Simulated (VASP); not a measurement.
Runs of VASP 6.6.1 on WSe2. The structure is that of space group P6_3/mmc (No. 194), or close to it. The cells are those of the table. 

| cell | gap on the mesh (eV) | pressure (GPa) | largest force (eV/Å) |
| --- | --- | --- | --- |
| a = 3.101, b = 3.101, c = 12.415 Å, angles 90.0, 90.0, 120.0°, 6 atoms | 0.75 | (c) | 1.10 |
| a = 3.166, b = 3.166, c = 12.415 Å, angles 90.0, 90.0, 120.0°, 6 atoms | 0.71 | 7.3 | 0.55 |
| a = 3.134, b = 3.134, c = 12.415 Å, angles 90.0, 90.0, 120.0°, 6 atoms | 0.73 | 11.2 | (b) |
| a = 3.198, b = 3.198, c = 12.415 Å, angles 90.0, 90.0, 120.0°, 6 atoms | (a) | (d) | 0.30 |

Alike in all rows: task single point; level PBEsol+D3(BJ); potentials or basis VASP PAW PBE potentials, release 64 (W_sv, Se); no spin polarisation; k mesh 12 × 12 × 4; cutoff (eV) 520; smearing gaussian 0.05 eV.

Task: Fill in the values left out.

Result: (a) 0.70; (b) 0.82; (c) 15.5; (d) 3.7.

Caveats: the PAW data sets were made with another functional, which shifts forces and pressure a little; spin-orbit coupling is left out, which moves the levels of the heavy elements.

A k mesh can miss the band edges, and the runs leave out spin-orbit coupling on Se, W.
